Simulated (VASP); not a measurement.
# GaAs: single point with PBE

Crystal: GaAs.

```
CELL_PARAMETERS angstrom
0.00000 2.84324 2.84324
2.84324 0.00000 2.84324
2.84324 2.84324 0.00000
ATOMIC_POSITIONS crystal
Ga 0.00000 0.00000 0.00000
As 0.25000 0.25000 0.25000
```

This cell differs from its parent crystal: volume changed by -3%.

```json
{
  "Program": "VASP 6.6.1",
  "Task": "single point",
  "Functional": "PBE",
  "Potentials or basis": "VASP PAW PBE potentials, release 64 (Ga_d, As)",
  "Cutoff": "520 eV",
  "k mesh": "6 × 6 × 6",
  "Occupations": "gaussian, width 0.01 eV",
  "Spin": "no spin polarisation",
  "Dipole correction": "no",
  "Further INCAR settings": "ALGO = Normal; EDIFF = 1e-06; NBANDS = 16"
}
```

```json
{
  "Pressure": "2.2 GPa",
  "Band gap on the k mesh": "0.39 eV, direct"
}
```

Levels at points of the mesh, in eV from the valence-band top:
| k point | band 7 | band 8 | band 9 | band 10 | band 11 | band 12 |
| --- | --- | --- | --- | --- | --- | --- |
| (0.00, 0.00, 0.00) | 0.00 | 0.00 | 0.00 | 0.39 | 3.72 | 3.72 |
| (0.50, 0.00, 0.00) | -6.55 | -1.12 | -1.12 | 0.95 | 4.62 | 4.62 |
| (0.50, 0.50, 0.00) | -6.74 | -2.62 | -2.62 | 1.49 | 1.66 | 10.03 |

Wall time 6.8 s on 1 thread of AMD EPYC 9R45 96-Core Processor (Zen 5), on a shared host, peak memory 0.14 GiB.
